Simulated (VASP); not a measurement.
# Mg (Fd-3m) in VASP: further runs

Runs on Mg. Level: r2SCAN. Tasks: single point.

All numbers are computed with VASP 6.6.1; they aren't measurements. Logs are shortened: lines on timing, memory, paths and dates and some standing lists are left out, and cuts for length are marked.

### 1 The cell of the first run

The structure is cubic, space group Fd-3m (No. 227). The conventional cell has a = 6.770 Å, b = 6.770 Å, c = 6.770 Å, α = 90.00°, β = 90.00°, γ = 90.00°. Within 3.9 Å of Mg (site symmetry -43m) lie 4 Mg at 2.93 Å.

### 2 Single point, r2SCAN (volume scaled by 0.96)

File POSCAR:

```
Mg
1.0
    0.0000000000      3.3852319932      3.3852319932
    3.3852319932      0.0000000000      3.3852319932
    3.3852319932      3.3852319932      0.0000000000
Mg
2
Direct
    0.1250000000      0.1250000000      0.1250000000
    0.8750000000      0.8750000000      0.8750000000
```

File INCAR.step1:

```
SYSTEM = Mg
ALGO = Normal
EDIFF = 1E-4
ENCUT = 520
GGA = PE
ISMEAR = -1
LASPH = .TRUE.
LCHARG = .FALSE.
LREAL = .FALSE.
LWAVE = .TRUE.
NBANDS = 9
NELM = 100
PREC = Accurate
SIGMA = 0.1
```

File INCAR.step2:

```
SYSTEM = Mg
ALGO = Normal
EDIFF = 1E-6
ENCUT = 520
ISIF = 2
ISMEAR = -1
ISTART = 1
LASPH = .TRUE.
LCHARG = .FALSE.
LMIXTAU = .TRUE.
LREAL = .FALSE.
LWAVE = .FALSE.
METAGGA = R2SCAN
NBANDS = 9
NELM = 100
PREC = Accurate
SIGMA = 0.1
```

File KPOINTS:

```
k-points
0
G
  9 9 9
  0 0 0
```

Potentials or basis: VASP PAW PBE potentials, release 64 (Mg).

On the command line:

```sh
$ cat potpaw_PBE.64/Mg/POTCAR > POTCAR
$ cp INCAR.step1 INCAR
$ mpirun -np 1 vasp_std > vasp.out
$ cp INCAR.step2 INCAR
$ mpirun -np 1 vasp_std > vasp.out
```

OUTCAR:

```text
SYSTEM = Mg
   EDIFF = 1E-6
   ENCUT = 520
   ISIF = 2
   ISMEAR = -1
   ISTART = 1
   LASPH = .TRUE.
   LREAL = .FALSE.
   METAGGA = R2SCAN
   NELM = 100
   PREC = Accurate

 ion  position               nearest neighbor table
   1  0.125  0.125  0.125-   2 2.93   2 2.93   2 2.93   2 2.93
   2  0.875  0.875  0.875-   1 2.93   1 2.93   1 2.93   1 2.93

  LATTYP: Found a face centered cubic cell.
 ALAT       =     6.7704639864

  Lattice vectors:

 A1 = (   0.0000000000,   3.3852319932,   3.3852319932)
 A2 = (   3.3852319932,   0.0000000000,   3.3852319932)
 A3 = (   3.3852319932,   3.3852319932,   0.0000000000)

Analysis of symmetry for initial positions (statically):
=====================================================================
 Subroutine PRICEL returns:
 Original cell was already a primitive cell.

 Routine SETGRP: Setting up the symmetry group for a
 face centered cubic supercell.

 Subroutine GETGRP returns: Found 48 space group operations
 (whereof 12 operations were pure point group operations)
 out of a pool of 48 trial point group operations.

The static configuration has the point symmetry D_3d.
 The point group associated with its full space group is O_h .

Analysis of symmetry for dynamics (positions and initial velocities):
=====================================================================
 Subroutine PRICEL returns:
 Original cell was already a primitive cell.

 Routine SETGRP: Setting up the symmetry group for a
 face centered cubic supercell.

 Subroutine GETGRP returns: Found 48 space group operations
 (whereof 12 operations were pure point group operations)
 out of a pool of 48 trial point group operations.

The dynamic configuration has the point symmetry D_3d.
 The point group associated with its full space group is O_h .

 Subroutine INISYM returns: Found 48 space group operations
 (whereof 12 operations are pure point group operations),
 and found     1 'primitive' translations

----------------------------------------------------------------------------------------

                                     Primitive cell

  volume of cell :      77.5881

  direct lattice vectors                    reciprocal lattice vectors
     0.000000000  3.385231993  3.385231993    -0.147700365  0.147700365  0.147700365
     3.385231993  0.000000000  3.385231993     0.147700365 -0.147700365  0.147700365
     3.385231993  3.385231993  0.000000000     0.147700365  0.147700365 -0.147700365

  length of vectors
     4.787440997  4.787440997  4.787440997     0.255824536  0.255824536  0.255824536

  position of ions in fractional coordinates (direct lattice)
     0.125000000  0.125000000  0.125000000
[... 80 lines left out ...]
   EDIFFG = 0.1E-04   stopping-criterion for IOM
   NSW    =      0    number of steps for IOM
   IBRION =     -1    ionic relax: 0-MD 1-quasi-New 2-CG
   NFREE  =      0    steps in history (QN), initial steepest desc. (CG)
   ISIF   =      2    stress and relaxation
   ISYM   =      2    0-nonsym 1-usesym 2-fastsym
   POTIM  = 0.5000    time-step for ionic-motion
   TEBEG  =    0.0;   TEEND  =   0.0 temperature during run
   PSTRESS=    0.0 pullay stress
   NELECT =       4.0000    total number of electrons
   NUPDOWN=      -1.0000    fix difference up-down
   EMIN   =  10.00;   EMAX   =-10.00  energy-range for DOS
   EFERMI =   0.00;   METHOD = LEGACY
   ISMEAR =    -1;   SIGMA  =   0.10  broadening in eV -4-tet -1-fermi 0-gaus
   EFERMI_NEDOS =   21; number of points for ismear=-14 and -15
   IALGO  =     38    algorithm
   IMIX   =      4    mixing-type and parameters
     AMIX     =   0.40;   BMIX     =  1.00
     AMIX_MAG =   1.60;   BMIX_MAG =  1.00
  volume/ion in A,a.u.               =      38.79       261.80
  Fermi-wavevector in a.u.,A,eV,Ry     =   0.609298  1.151406  5.051081  0.371244
  Thomas-Fermi vector in A             =   1.664442
   LORBIT       =      0    0 simple, 1 ext, 2 COOP (PROOUT), +10 PAW based schemes
   METAGGA = R2SCAN    functional components
   LHFCALC =     F    Hartree Fock is set to
   AEXX    =    0.0000 exact exchange contribution
   IVDW    =     0    specifies the selected vdW correction
   LEPSILON=     F    determine dielectric tensor
   LRPA    =     F    only Hartree local field effects (RPA)
 non-spin polarized calculation
  energy-cutoff  :      520.00
  volume of cell :       77.59
 maximum number of plane-waves:      2106
   NGX = 17   NGY = 17   NGZ = 17

 number of electron       4.0000000 magnetization

 Free energy of the ion-electron system (eV)
  ---------------------------------------------------
  ext. energy  EPLUGINS =         0.00000000
  ---------------------------------------------------
  free energy    TOTEN  =        -6.54368569 eV

  energy without entropy =       -6.50711818  energy(sigma->0) =       -6.52540194

 E-fermi :   0.2087     XC(G=0):  -7.1270

 val. band max:        0.1093883520   @ k =  -0.2222   0.2222   0.0000
 cond. band min:       0.2671840124   @ k =   0.3333   0.3333   0.0000
 fundamental gap:      0.1577956604
 Fermi energy:         0.2087296113

 k-point     1 :       0.0000    0.0000    0.0000
  band No.  band energies     occupation
      1      -5.1477      2.00000
      2       3.7080      0.00000
      3       3.7080      0.00000
      4       3.7080      0.00000
      5       4.7937      0.00000
      6       4.7937      0.00000
      7       4.7937      0.00000
      8       7.0293      0.00000
      9       7.8934      0.00000
[... 265 lines left out ...]
 k-point    24 :       0.4444    0.4444    0.0000
  band No.  band energies     occupation
      1      -2.5944      2.00000
      2      -1.2447      2.00000
      3       1.2537      0.00006
      4       1.2537      0.00006
      5       2.9385      0.00000
      6       3.0947      0.00000
      7      10.1163      0.00000
      8      10.1163      0.00000
      9      10.6324      0.00000

 [... further k-points ...]
[... 5 lines left out ...]
  --------------------------------------------------------------------------------------
  -------------------------------------------------------------------------------------
  Total        0.1969648      0.1969648      0.1969648     -0.0000000      0.0000000      0.0000000
  in kB        4.0672783      4.0672783      4.0672783     -0.0000000      0.0000000      0.0000000
  external PRESSURE =       4.0672783 kB  Pullay stress =       0.0000000 kB

 VOLUME and BASIS-vectors are now :
 -----------------------------------------------------------------------------
  energy-cutoff  :      520.00
  volume of cell :       77.59
      direct lattice vectors                 reciprocal lattice vectors
     0.000000000  3.385231993  3.385231993    -0.147700365  0.147700365  0.147700365
     3.385231993  0.000000000  3.385231993     0.147700365 -0.147700365  0.147700365
     3.385231993  3.385231993  0.000000000     0.147700365  0.147700365 -0.147700365

 POSITION                                       TOTAL-FORCE (eV/Angst)
 -----------------------------------------------------------------------------------
      0.84631      0.84631      0.84631         0.000000      0.000000      0.000000
      5.92416      5.92416      5.92416        -0.000000     -0.000000     -0.000000
 -----------------------------------------------------------------------------------
    total drift:                               -0.000000      0.000000      0.000000

  FREE ENERGIE OF THE ION-ELECTRON SYSTEM (eV)
  ---------------------------------------------------
  free  energy   TOTEN  =        -6.5436856947 eV

  energy  without entropy=       -6.5071181771  energy(sigma->0) =       -6.52540194
```

OUTCAR.step1:

```text
SYSTEM = Mg
   EDIFF = 1E-4
   ENCUT = 520
   GGA = PE
   ISMEAR = -1
   LASPH = .TRUE.
   LREAL = .FALSE.
[... 509 lines left out ...]
      0.84631      0.84631      0.84631        -0.000000      0.000000      0.000000
      5.92416      5.92416      5.92416         0.000000     -0.000000     -0.000000
 -----------------------------------------------------------------------------------
    total drift:                               -0.000000      0.000000      0.000000

  FREE ENERGIE OF THE ION-ELECTRON SYSTEM (eV)
  ---------------------------------------------------
  free  energy   TOTEN  =        -1.4821125117 eV

  energy  without entropy=       -1.4429493948  energy(sigma->0) =       -1.46253095
```

OSZICAR.step1:

```text
N       E                     dE             d eps       ncg     rms          rms(c)
DAV:   1     0.992891320102E+00    0.99289E+00   -0.10427E+03   630   0.290E+02
DAV:   2    -0.143068416254E+01   -0.24236E+01   -0.23623E+01   839   0.221E+01
DAV:   3    -0.148166749099E+01   -0.50983E-01   -0.49883E-01   782   0.287E+00
DAV:   4    -0.148190143109E+01   -0.23394E-03   -0.23392E-03   884   0.209E-01
DAV:   5    -0.148190248722E+01   -0.10561E-05   -0.10561E-05   830   0.127E-02    0.582E-01
DAV:   6    -0.148208486655E+01   -0.18238E-03   -0.30767E-03   715   0.209E-01    0.375E-01
DAV:   7    -0.148201278152E+01    0.72085E-04   -0.10847E-02   718   0.387E-01    0.307E-02
DAV:   8    -0.148211251173E+01   -0.99730E-04   -0.36668E-04   732   0.803E-02
   1 F= -.14821125E+01 E0= -.14625310E+01  d E =-.391631E-01
```

Run time: 2 min. Hardware: 1 thread of AMD EPYC 7R43 (Zen 3), shared host; peak memory 0.18 GiB.

What came out:

```yaml
Free_energy: -6.5437 eV
Pressure: 0.4 GPa
Band_gap_on_the_k_mesh: zero (band 2 reaches 3.71 eV, above the bottom of band 3 at -0.33 eV)
```

Caveat: the cell differs from its parent crystal (volume scaled by 0.96); the PAW data sets were made with another functional, which shifts forces and pressure a little.

### 3 Single point, r2SCAN

This run uses another cell than the first one, of 40.41 Å³/atom, 1.042 times its volume.

File POSCAR:

```
Mg
1.0
    0.0000000000      3.4316107974      3.4316107974
    3.4316107974      0.0000000000      3.4316107974
    3.4316107974      3.4316107974      0.0000000000
Mg
2
Direct
    0.1250000000      0.1250000000      0.1250000000
    0.8750000000      0.8750000000      0.8750000000
```

File INCAR.step1:

```
ALGO = Normal
EDIFF = 1E-4
ENCUT = 520
GGA = PE
ISMEAR = -1
LASPH = True
LCHARG = False
LREAL = False
LWAVE = True
NBANDS = 9
NELM = 60
PREC = Accurate
SIGMA = 0.1
```

File INCAR.step2:

```
ALGO = Normal
EDIFF = 1E-7
ENCUT = 520
ISIF = 2
ISMEAR = -1
ISTART = 1
LASPH = True
LCHARG = True
LELF = True
LMIXTAU = True
LREAL = False
LVHAR = True
LWAVE = False
METAGGA = R2SCAN
NBANDS = 9
NELM = 60
PREC = Accurate
SIGMA = 0.1
```

File KPOINTS:

```
k-points
0
Gamma
  9 9 9
```

Potentials or basis: VASP PAW PBE potentials, release 64 (Mg).

On the command line:

```sh
$ cat potpaw_PBE.64/Mg/POTCAR > POTCAR
$ cp INCAR.step1 INCAR
$ mpirun -np 1 vasp_std > vasp.out
$ cp INCAR.step2 INCAR
$ mpirun -np 1 vasp_std > vasp.out
```

It took 1.9 min on 1 thread of AMD EPYC 7R43 (Zen 3), shared host; peak memory 0.18 GiB.

Results (log left out):

```yaml
Free_energy: -6.5467 eV
Pressure: -0.1 GPa
Band_gap_on_the_k_mesh: zero (band 2 reaches 3.47 eV, above the bottom of band 3 at -0.41 eV)
```

Levels at points of the mesh, in eV from the Fermi level:
```
           k point  band 1  band 2  band 3  band 4  band 5  band 6
(0.00, 0.00, 0.00)   -5.24    3.39    3.39    3.39    4.48    4.48
```

Caveat: the PAW data sets were made with another functional, which shifts forces and pressure a little.
